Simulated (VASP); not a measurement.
# Ag (Fm-3m) in VASP: notebook

Runs on Ag. Level: PBEsol. Tasks: relaxation of cell and atoms.

All numbers are computed with VASP 6.6.1; they aren't measurements. Logs are shortened: lines on timing, memory, paths and dates and some standing lists are left out, and cuts for length are marked.

### 1 The cell of the first run

Symmetry: Fm-3m, No. 225, cubic system. The conventional cell has a = 3.960 Å, b = 3.960 Å, c = 3.960 Å, α = 90.00°, β = 90.00°, γ = 90.00°. Ag (site symmetry m-3m) has 12 Ag at 2.80 Å within 3.7 Å.

### 2 Relaxation of cell and atoms, PBEsol, target pressure 10 GPa, at which the enthalpy is minimised

Contents of INCAR:

```
SYSTEM = Ag
ALGO = Fast ; EDIFF = 1E-6
EDIFFG = -0.008 ; ENCUT = 600
GGA = PS ; IBRION = 2
ISIF = 3 ; ISMEAR = 0
LASPH = .True. ; LCHARG = .False.
LREAL = .False. ; LWAVE = .False.
NELM = 80 ; NSW = 70
PREC = Accurate ; PSTRESS = 100.0
SIGMA = 0.1
```

Contents of KPOINTS:

```
k-points
0
Gamma
  18 18 18
  0 0 0
```

Contents of POSCAR:

```
Ag
1.0
    0.0000000000      1.9797822520      1.9797822520
    1.9797822520      0.0000000000      1.9797822520
    1.9797822520      1.9797822520      0.0000000000
Ag
1
Direct
    0.0000000000      0.0000000000      0.0000000000
```

Potentials or basis: VASP PAW PBE potentials, release 64 (Ag).

The run is started by

```sh
cat potpaw_PBE.64/Ag/POTCAR > POTCAR
mpirun -np 1 vasp_std > vasp.out
```

OUTCAR:

```text
SYSTEM = Ag
   EDIFF = 1E-6
   EDIFFG = -0.008
   ENCUT = 600
   GGA = PS
   IBRION = 2
   ISIF = 3
   ISMEAR = 0
   LASPH = .True.
   LREAL = .False.
   NELM = 80
   NSW = 70
   PREC = Accurate
   PSTRESS = 100.0

 ion  position               nearest neighbor table
   1  0.000  0.000  0.000-

  LATTYP: Found a face centered cubic cell.
 ALAT       =     3.9595645040

  Lattice vectors:

 A1 = (   0.0000000000,   1.9797822520,   1.9797822520)
 A2 = (   1.9797822520,   0.0000000000,   1.9797822520)
 A3 = (   1.9797822520,   1.9797822520,   0.0000000000)

Analysis of symmetry for initial positions (statically):
=====================================================================
 Subroutine PRICEL returns:
 Original cell was already a primitive cell.

 Routine SETGRP: Setting up the symmetry group for a
 face centered cubic supercell.

 Subroutine GETGRP returns: Found 48 space group operations
 (whereof 48 operations were pure point group operations)
 out of a pool of 48 trial point group operations.

The static configuration has the point symmetry O_h .

Analysis of symmetry for dynamics (positions and initial velocities):
=====================================================================
 Subroutine PRICEL returns:
 Original cell was already a primitive cell.

 Routine SETGRP: Setting up the symmetry group for a
 face centered cubic supercell.

 Subroutine GETGRP returns: Found 48 space group operations
 (whereof 48 operations were pure point group operations)
 out of a pool of 48 trial point group operations.

The dynamic configuration has the point symmetry O_h .

 Subroutine INISYM returns: Found 48 space group operations
 (whereof 48 operations are pure point group operations),
 and found     1 'primitive' translations

----------------------------------------------------------------------------------------

                                     Primitive cell

  volume of cell :      15.5197

  direct lattice vectors                    reciprocal lattice vectors
     0.000000000  1.979782252  1.979782252    -0.252553027  0.252553027  0.252553027
     1.979782252  0.000000000  1.979782252     0.252553027 -0.252553027  0.252553027
     1.979782252  1.979782252  0.000000000     0.252553027  0.252553027 -0.252553027

  length of vectors
     2.799834911  2.799834911  2.799834911     0.437434674  0.437434674  0.437434674

  position of ions in fractional coordinates (direct lattice)
     0.000000000  0.000000000  0.000000000

  ion indices of the primitive-cell ions
   primitive index   ion index
                 1           1

----------------------------------------------------------------------------------------

 KPOINTS: k-points

Automatic generation of k-mesh.
 Grid dimensions read from file:
 generate k-points for:   18   18   18

 Generating k-lattice:

  Cartesian coordinates                     Fractional coordinates (reciprocal lattice)
    -0.014030724  0.014030724  0.014030724     0.055555556  0.000000000  0.000000000
     0.014030724 -0.014030724  0.014030724     0.000000000  0.055555556  0.000000000
     0.014030724  0.014030724 -0.014030724     0.000000000  0.000000000  0.055555556

  Length of vectors
     0.024301926  0.024301926  0.024301926

  Shift w.r.t. Gamma in fractional coordinates (k-lattice)
     0.000000000  0.000000000  0.000000000

 Subroutine IBZKPT returns following result:
 ===========================================

 Found    195 irreducible k-points:

 Following reciprocal coordinates:
            Coordinates               Weight
  0.000000  0.000000  0.000000      1.000000
  0.055556  0.000000  0.000000      8.000000
  0.111111  0.000000  0.000000      8.000000
  0.166667  0.000000  0.000000      8.000000
  0.222222  0.000000  0.000000      8.000000
  0.277778  0.000000  0.000000      8.000000
[... 16 lines left out ...]
 -0.277778  0.055556  0.000000     24.000000
 -0.222222  0.055556  0.000000     24.000000
 [... further k-points ...]
   k-points           NKPTS =    195   k-points in BZ     NKDIM =    195   number of bands    NBANDS=      9
   number of dos      NEDOS =    301   number of ions     NIONS =      1
   total plane-waves  NPLWV =  13824
   dimension x,y,z NGX =    24 NGY =   24 NGZ =   24
   dimension x,y,z NGXF=    48 NGYF=   48 NGZF=   48
   ions per type =               1
   NGX,Y,Z   is equivalent  to a cutoff of  14.25, 14.25, 14.25 a.u.
   NGXF,Y,Z  is equivalent  to a cutoff of  28.50, 28.50, 28.50 a.u.
 SYSTEM =  Ag
   PREC   = accura    normal or accurate (medium, high low for compatibility)
   ISTART =      0    job   : 0-new  1-cont  2-samecut
   ICHARG =      2    charge: 1-file 2-atom 10-const
   ISPIN  =      1    spin polarized calculation?
   LNONCOLLINEAR =      F non collinear calculations
   LSORBIT =      F    spin-orbit coupling
   LASPH  =      T    aspherical Exc in radial PAW
   ENCUT  =  600.0 eV  44.10 Ry    6.64 a.u.   5.59  5.59  5.59*2*pi/ulx,y,z
   NELM   =     80;   NELMIN=  2; NELMDL= -5     # of ELM steps
   EDIFF  = 0.1E-05   stopping-criterion for ELM
   LREAL  =      F    real-space projection
   EDIFFG = -.8E-02   stopping-criterion for IOM
   NSW    =     70    number of steps for IOM
   IBRION =      2    ionic relax: 0-MD 1-quasi-New 2-CG
   NFREE  =      1    steps in history (QN), initial steepest desc. (CG)
   ISIF   =      3    stress and relaxation
   ISYM   =      2    0-nonsym 1-usesym 2-fastsym
   POTIM  = 0.5000    time-step for ionic-motion
   TEBEG  =    0.0;   TEEND  =   0.0 temperature during run
   PSTRESS=  100.0 pullay stress
   NELECT =      11.0000    total number of electrons
   NUPDOWN=      -1.0000    fix difference up-down
   EMIN   =  10.00;   EMAX   =-10.00  energy-range for DOS
   EFERMI =   0.00;   METHOD = LEGACY
   ISMEAR =     0;   SIGMA  =   0.10  broadening in eV -4-tet -1-fermi 0-gaus
   EFERMI_NEDOS =   21; number of points for ismear=-14 and -15
   IALGO  =     68    algorithm
   IMIX   =      4    mixing-type and parameters
     AMIX     =   0.40;   BMIX     =  1.00
     AMIX_MAG =   1.60;   BMIX_MAG =  1.00
  volume/ion in A,a.u.               =      15.52       104.73
  Fermi-wavevector in a.u.,A,eV,Ry     =   1.459637  2.758315 28.987773  2.130541
  Thomas-Fermi vector in A             =   2.576181
   LORBIT       =      0    0 simple, 1 ext, 2 COOP (PROOUT), +10 PAW based schemes
   GGA     = PS    functional components
   LHFCALC =     F    Hartree Fock is set to
   AEXX    =    0.0000 exact exchange contribution
   IVDW    =     0    specifies the selected vdW correction
   LEPSILON=     F    determine dielectric tensor
   LRPA    =     F    only Hartree local field effects (RPA)
 conjugate gradient relaxation of ions
 non-spin polarized calculation
 RMM-DIIS sequential band-by-band and
 Gauss-broadening in eV      SIGMA  =   0.10
  energy-cutoff  :      600.00
  volume of cell :       15.52
 maximum number of plane-waves:       534
   NGX = 11   NGY = 11   NGZ = 11

 number of electron      11.0000000 magnetization

 Free energy of the ion-electron system (eV)
  ---------------------------------------------------
  ext. energy  EPLUGINS =         0.00000000
  ---------------------------------------------------
  free energy    TOTEN  =        -3.27929492 eV

  energy without entropy =       -3.27830524  energy(sigma->0) =       -3.27880008

 E-fermi :   9.5923     XC(G=0): -12.9818

 val. band max:        9.5715100895   @ k =   0.5000   0.2778   0.1111
 cond. band min:       9.6996251988   @ k =   0.5000   0.1111   0.0000
 fundamental gap:      0.1281151093
 Fermi energy:         9.5922959730

 k-point     1 :       0.0000    0.0000    0.0000
  band No.  band energies     occupation
      1       1.0558      2.00000
      2       4.4737      2.00000
      3       4.4737      2.00000
      4       4.4737      2.00000
      5       5.7094      2.00000
      6       5.7094      2.00000
      7      25.7660      0.00000
      8      29.8985      0.00000
      9      29.8985      0.00000

 k-point     2 :       0.0556    0.0000    0.0000
  band No.  band energies     occupation
      1       1.1604      2.00000
      2       4.4456      2.00000
      3       4.5053      2.00000
      4       4.5053      2.00000
      5       5.6963      2.00000
      6       5.6963      2.00000
      7      25.8233      0.00000
      8      29.0609      0.00000
      9      29.9723      0.00000

 k-point     3 :       0.1111    0.0000    0.0000
  band No.  band energies     occupation
      1       1.4625      2.00000
      2       4.3784      2.00000
      3       4.5877      2.00000
      4       4.5877      2.00000
      5       5.6699      2.00000
      6       5.6699      2.00000
      7      25.7884      0.00000
      8      27.5170      0.00000
      9      30.1692      0.00000

 k-point     4 :       0.1667    0.0000    0.0000
  band No.  band energies     occupation
      1       1.9152      2.00000
      2       4.3337      2.00000
      3       4.6794      2.00000
      4       4.6794      2.00000
      5       5.6721      2.00000
      6       5.6721      2.00000
      7      24.5971      0.00000
      8      26.8305      0.00000
      9      30.4071      0.00000
[... 205 lines left out ...]
 k-point    22 :      -0.3333    0.0556    0.0000
  band No.  band energies     occupation
      1       2.7702      2.00000
      2       4.5507      2.00000
      3       4.6128      2.00000
      4       5.7646      2.00000
      5       6.1422      2.00000
      6       6.9885      2.00000
      7      17.5507      0.00000
      8      25.5353      0.00000
      9      28.1275      0.00000

 k-point    23 :      -0.2778    0.0556    0.0000
  band No.  band energies     occupation
      1       2.7808      2.00000
      2       4.6227      2.00000
      3       4.6997      2.00000
      4       5.0678      2.00000
      5       5.8686      2.00000
      6       6.4106      2.00000
      7      19.6862      0.00000
      8      25.9350      0.00000
      9      28.6756      0.00000

 k-point    24 :      -0.2222    0.0556    0.0000
  band No.  band energies     occupation
      1       2.5978      2.00000
      2       4.4305      2.00000
      3       4.7608      2.00000
      4       4.7625      2.00000
      5       5.6424      2.00000
      6       6.0672      2.00000
      7      21.8839      0.00000
      8      26.2935      0.00000
      9      29.2125      0.00000

 [... further k-points ...]

------------------------ aborting loop because EDIFF is reached ----------------------------------------

  FORCE on cell =-STRESS in cart. coord.  units (eV):
  Direction    XX          YY          ZZ          XY          YZ          ZX
  --------------------------------------------------------------------------------------
  -------------------------------------------------------------------------------------
  Total        0.9660235      0.9660235      0.9660235      0.0000000      0.0000000     -0.0000000
  in kB       99.7277412     99.7277412     99.7277412      0.0000000      0.0000000     -0.0000000
  external PRESSURE =      -0.2722588 kB  Pullay stress =     100.0000000 kB

 VOLUME and BASIS-vectors are now :
 -----------------------------------------------------------------------------
  energy-cutoff  :      600.00
  volume of cell :       15.52
      direct lattice vectors                 reciprocal lattice vectors
     0.000000000  1.979782252  1.979782252    -0.252553027  0.252553027  0.252553027
     1.979782252  0.000000000  1.979782252     0.252553027 -0.252553027  0.252553027
     1.979782252  1.979782252  0.000000000     0.252553027  0.252553027 -0.252553027

 POSITION                                       TOTAL-FORCE (eV/Angst)
 -----------------------------------------------------------------------------------
      0.00000      0.00000      0.00000         0.000000      0.000000      0.000000
 -----------------------------------------------------------------------------------
    total drift:                               -0.000000      0.000000      0.000000

  FREE ENERGIE OF THE ION-ELECTRON SYSTEM (eV)
  ---------------------------------------------------
  free  energy   TOTEN  =        -3.2792949160 eV

  energy  without entropy=       -3.2783052441  energy(sigma->0) =       -3.27880008

  enthalpy is  TOTEN    =        -2.3106341868 eV   P V=        0.9686607292

 reached required accuracy - stopping structural energy minimisation
```

Run time: 9.7 s. Hardware: 1 thread of Intel Xeon 6975P-C (Granite Rapids), shared host; peak memory 0.17 GiB.

Results:

| Property | Result |
| --- | --- |
| Free energy | -3.2793 eV |
| Pressure after relaxing | 10.0 GPa |

Final structure:
```cif
data_structure
_symmetry_space_group_name_H-M 'P 1'
_symmetry_Int_Tables_number 1
_cell_length_a 2.7998
_cell_length_b 2.7998
_cell_length_c 2.7998
_cell_angle_alpha 60.000
_cell_angle_beta 60.000
_cell_angle_gamma 60.000
_cell_volume 15.52
loop_
_atom_site_label
_atom_site_type_symbol
_atom_site_fract_x
_atom_site_fract_y
_atom_site_fract_z
_atom_site_occupancy
Ag1 Ag 0.00000 0.00000 0.00000 1
```

Levels at points of the mesh, in eV from the Fermi level:
```csv
k point,band 4,band 5,band 6,band 7,band 8,band 9
"(0.00, 0.00, 0.00)",-5.12,-3.88,-3.88,16.17,20.31,20.31
"(0.50, 0.00, 0.00)",-2.94,-2.94,-0.71,4.16,15.42,18.80
"(0.50, 0.50, 0.00)",-2.69,-2.69,1.47,7.51,11.10,11.10
```

Caveat: the relaxation stopped at its first step, so nothing moved; the cell is relaxed towards a set pressure, so the enthalpy falls and the energy may rise; the PAW data sets were made with another functional, which shifts forces and pressure a little.

### 3 Relaxation of cell and atoms, PBEsol, target pressure 5 GPa, at which the enthalpy is minimised

This run uses another cell than the first one, of 16.03 Å³/atom, 1.033 times its volume.

Contents of INCAR:

```
SYSTEM = Ag
ALGO = Fast
EDIFF = 1E-6
EDIFFG = -0.008
ENCUT = 600
GGA = PS
IBRION = 2
ISIF = 3
ISMEAR = 0
LASPH = .TRUE.
LCHARG = .FALSE.
LREAL = .FALSE.
LWAVE = .FALSE.
NELM = 80
NSW = 70
PREC = Accurate
PSTRESS = 50.0
SIGMA = 0.1
```

Contents of KPOINTS:

```
k-points
0
G
  18 18 18
  0 0 0
```

Contents of POSCAR:

```
Ag
1.0
    0.0000000000      2.0011961220      2.0011961220
    2.0011961220      0.0000000000      2.0011961220
    2.0011961220      2.0011961220      0.0000000000
Ag
1
Direct
    0.0000000000      0.0000000000      0.0000000000
```

Potentials or basis: VASP PAW PBE potentials, release 64 (Ag).

The run is started by

```sh
cat potpaw_PBE.64/Ag/POTCAR > POTCAR
mpirun -np 1 vasp_std > vasp.out
```

OUTCAR:

```text
SYSTEM = Ag
   EDIFF = 1E-6
   EDIFFG = -0.008
   ENCUT = 600
   GGA = PS
   IBRION = 2
   ISIF = 3
   ISMEAR = 0
   LASPH = .TRUE.
   LREAL = .FALSE.
   NELM = 80
   NSW = 70
   PREC = Accurate
   PSTRESS = 50.0

 ion  position               nearest neighbor table
   1  0.000  0.000  0.000-

  LATTYP: Found a face centered cubic cell.
 ALAT       =     4.0023922440

  Lattice vectors:

 A1 = (   0.0000000000,   2.0011961220,   2.0011961220)
 A2 = (   2.0011961220,   0.0000000000,   2.0011961220)
 A3 = (   2.0011961220,   2.0011961220,   0.0000000000)

Analysis of symmetry for initial positions (statically):
=====================================================================
 Subroutine PRICEL returns:
 Original cell was already a primitive cell.

 Routine SETGRP: Setting up the symmetry group for a
 face centered cubic supercell.

 Subroutine GETGRP returns: Found 48 space group operations
 (whereof 48 operations were pure point group operations)
 out of a pool of 48 trial point group operations.

The static configuration has the point symmetry O_h .

Analysis of symmetry for dynamics (positions and initial velocities):
[... 167 lines left out ...]
  Total        0.4815273      0.4815273      0.4815273      0.0000000      0.0000000     -0.0000000
  in kB       48.1318522     48.1318522     48.1318522      0.0000000      0.0000000     -0.0000000
  external PRESSURE =      -1.8681478 kB  Pullay stress =      50.0000000 kB
[... 61 lines left out ...]
--------------------------------------- Ionic step        3  -------------------------------------------

 number of electron      11.0000002 magnetization

 Free energy of the ion-electron system (eV)
  ---------------------------------------------------
  ext. energy  EPLUGINS =         0.00000000
  ---------------------------------------------------
  free energy    TOTEN  =        -3.30265476 eV

  energy without entropy =       -3.30169382  energy(sigma->0) =       -3.30217429

 E-fermi :   9.0997     XC(G=0): -12.7895

 val. band max:        9.0648648309   @ k =   0.5000   0.2778   0.1111
 cond. band min:       9.2441737349   @ k =   0.5000   0.1111   0.0000
 fundamental gap:      0.1793089040
 Fermi energy:         9.0996723586

 k-point     1 :       0.0000    0.0000    0.0000
  band No.  band energies     occupation
      1       0.8269      2.00000
      2       4.1251      2.00000
      3       4.1251      2.00000
      4       4.1251      2.00000
      5       5.2945      2.00000
      6       5.2945      2.00000
      7      25.2399      0.00000
      8      29.1848      0.00000
      9      29.1848      0.00000
[... 265 lines left out ...]
 k-point    24 :      -0.2222    0.0556    0.0000
  band No.  band energies     occupation
      1       2.3334      2.00000
      2       4.0939      2.00000
      3       4.3983      2.00000
      4       4.4033      2.00000
      5       5.2337      2.00000
      6       5.6374      2.00000
      7      21.1537      0.00000
      8      25.6663      0.00000
      9      28.3871      0.00000

 [... further k-points ...]

------------------------ aborting loop because EDIFF is reached ----------------------------------------

  FORCE on cell =-STRESS in cart. coord.  units (eV):
  Direction    XX          YY          ZZ          XY          YZ          ZX
  --------------------------------------------------------------------------------------
  -------------------------------------------------------------------------------------
  Total        0.5006342      0.5006342      0.5006342     -0.0000000      0.0000000     -0.0000000
  in kB       50.0848157     50.0848157     50.0848157     -0.0000000      0.0000000     -0.0000000
  external PRESSURE =       0.0848157 kB  Pullay stress =      50.0000000 kB
[... 20 lines left out ...]
  energy  without entropy=       -3.3016938206  energy(sigma->0) =       -3.30217429

  enthalpy is  TOTEN    =        -2.8028683567 eV   P V=        0.4997863994

 reached required accuracy - stopping structural energy minimisation
```

Wall time 19 s (1 thread of Intel Xeon 6975P-C (Granite Rapids), shared host); peak memory 0.17 GiB.

What came out:

```
Free energy                                            : -3.3027 eV
Relaxed volume                                         : 16.01 Å³/atom
Relaxed cell                                           : a = 2.829 Å, b = 2.829 Å, c = 2.829 Å, α = 60.00°, β = 60.00°, γ = 60.00°
Space group after relaxing (to 0.05 Å)                 : Fm-3m (No. 225)
Energy change on relaxing (the enthalpy is what falls) : +0.4 meV/atom
Ionic steps                                            : 3
Pressure after relaxing                                : 5.0 GPa
```

The path:
| step | energy change (eV) | largest force (eV/Å) | pressure (GPa) | volume (Å³) |
| --- | --- | --- | --- | --- |
| 1 | 0.0000 | 0.0000 | 4.81 | 16.03 |
| 2 | 0.0014 | 0.0000 | 5.28 | 15.99 |
| 3 | 0.0004 | 0.0000 | 5.01 | 16.01 |

Final structure:
```xyz
1
Lattice="0.0000 2.0006 2.0006 2.0006 0.0000 2.0006 2.0006 2.0006 0.0000" Properties=species:S:1:pos:R:3 pbc="T T T"
Ag    0.0000    0.0000    0.0000
```

Levels at points of the mesh, in eV from the Fermi level:
```
           k point  band 3  band 4  band 5  band 6  band 7  band 8  band 9
(0.00, 0.00, 0.00)   -4.97   -4.97   -3.81   -3.81   16.14   20.09   20.09
(0.50, 0.00, 0.00)   -5.00   -2.91   -2.91   -0.60    3.98   15.38   18.49
(0.50, 0.50, 0.00)   -2.95   -2.68   -2.68    1.51    7.26   10.95   10.95
```

Caveat: the cell is relaxed towards a set pressure, so the enthalpy falls and the energy may rise; the PAW data sets were made with another functional, which shifts forces and pressure a little.

[end of part 1 of 2]
